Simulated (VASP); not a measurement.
Wanted: the native input for a VASP 6.6.1 run.

```yaml
Task: single point
Functional: PBE
Potentials_or_basis: VASP PAW PBE potentials, release 64 (B, N)
Cutoff: 520 eV
k_mesh: 6 × 6 × 6
Occupations: gaussian, width 0.05 eV
Spin: no spin polarisation
Dipole_correction: no
Further_INCAR_settings: ALGO = Normal; EDIFF = 1e-07; NBANDS = 16
```

The structure of BN lies in POSCAR:

```
BN
1.0
    0.0000000000     -1.8123937734     -1.8123937734
   -1.8123937734      0.0000000000     -1.8123937734
    1.8123937734      1.8123937734     -3.6247875468
B N
2 2
Direct
   -0.0299294278      0.0424664074      0.0000000000
    0.5299294278      0.4575335926      0.5000000000
    0.3443712615      0.4184586486      0.8750000000
    0.9056287385      0.8315413514      0.3750000000
```

This cell differs from its parent crystal: mode 4 frozen in at -0.085 Å and mode 5 at +0.051 Å (largest displacements).

The input as run:

INCAR

```
SYSTEM = BN
PREC     = Accurate       ! precision mode
ENCUT    = 520            ! plane-wave cutoff, eV
EDIFF    = 1E-7           ! SCF threshold, eV
ISMEAR   = 0              ! smearing method
SIGMA    = 0.05           ! smearing width, eV
LREAL    = .FALSE.        ! projectors in reciprocal space
LASPH    = .TRUE.         ! aspherical terms in the spheres
NELM     = 80             ! most SCF steps
ALGO     = Normal         ! electronic algorithm
ISIF     = 2              ! what is computed and relaxed
LWAVE    = .FALSE.        ! write WAVECAR
LCHARG   = .FALSE.        ! write CHGCAR
GGA      = PE             ! functional
NBANDS   = 16             ! bands
```

KPOINTS

```
Automatic mesh
0
G
  6 6 6
  0 0 0
```

Potentials or basis: VASP PAW PBE potentials, release 64 (B, N).

Launch:

```sh
$ cat potpaw_PBE.64/B/POTCAR potpaw_PBE.64/N/POTCAR > POTCAR
$ mpirun -np 1 vasp_std > vasp.out
```

It gave:

| Property | Result |
| --- | --- |
| Pressure | -0.1 GPa |
| Largest force | 1.210 eV/Å |
| Band gap on the k mesh | 4.27 eV, indirect (least direct gap 6.23 eV) |

Caveat: the k points lie up to 0.48 Å⁻¹ apart; the cell differs from its parent crystal (mode 4 frozen in at -0.085 Å and mode 5 at +0.051 Å (largest displacements)); forces of over 1 eV/Å act on the atoms, so gaps and moduli don't describe the material at rest.

Run time: 20 s on 1 thread of AMD EPYC 9R45 96-Core Processor (Zen 5), with other jobs on the host, peak memory 0.12 GiB.
